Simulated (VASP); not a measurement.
ScAl2: single point with PBEsol

The system is ScAl2.

```
CELL_PARAMETERS angstrom
0.00000 3.88489 3.88489
3.88489 0.00000 3.88489
3.88489 3.88489 0.00000
ATOMIC_POSITIONS crystal
Sc 0.50000 0.50000 0.50000
Sc 0.75000 0.75000 0.75000
Al 0.12500 0.12500 0.12500
Al 0.62500 0.12500 0.12500
Al 0.12500 0.62500 0.12500
Al 0.12500 0.12500 0.62500
```

```
Program                : VASP 6.6.1
Task                   : single point
Functional             : PBEsol
Potentials or basis    : VASP PAW PBE potentials, release 64 (Sc_sv, Al)
Cutoff                 : 520 eV
k mesh                 : 8 × 8 × 8
Occupations            : gaussian, width 0.1 eV
Spin                   : no spin polarisation
Dipole correction      : no
Further INCAR settings : ALGO = Fast; EDIFF = 1e-07; NBANDS = 26
```

```yaml
Pressure: -7.2 GPa
Band_gap_on_the_k_mesh: zero (bands 17 and 18 overlap by 2.18 eV)
```

Levels at points of the mesh, in eV from the Fermi level:
```
           k point  band 13  band 14  band 15  band 16  band 17  band 18  band 19  band 20  band 21  band 22
(0.00, 0.00, 0.00)    -2.42    -2.38    -2.38    -2.38    -1.56    -1.56     0.22     1.88     1.88     1.89
(0.50, 0.00, 0.00)    -3.50    -1.78    -1.78    -0.34    -0.12    -0.12     1.55     1.55     1.87     2.36
(0.50, 0.50, 0.00)    -3.38    -3.38     0.27     0.27     0.63     0.63     0.80     0.80     1.01     1.01
```

Wall time 4 min on 1 thread of Intel(R) Xeon(R) Platinum 8559C (Emerald Rapids), on a shared host, peak memory 0.29 GiB.

Caveat: the cell stands under tension; the PAW data sets were made with another functional, which shifts forces and pressure a little.
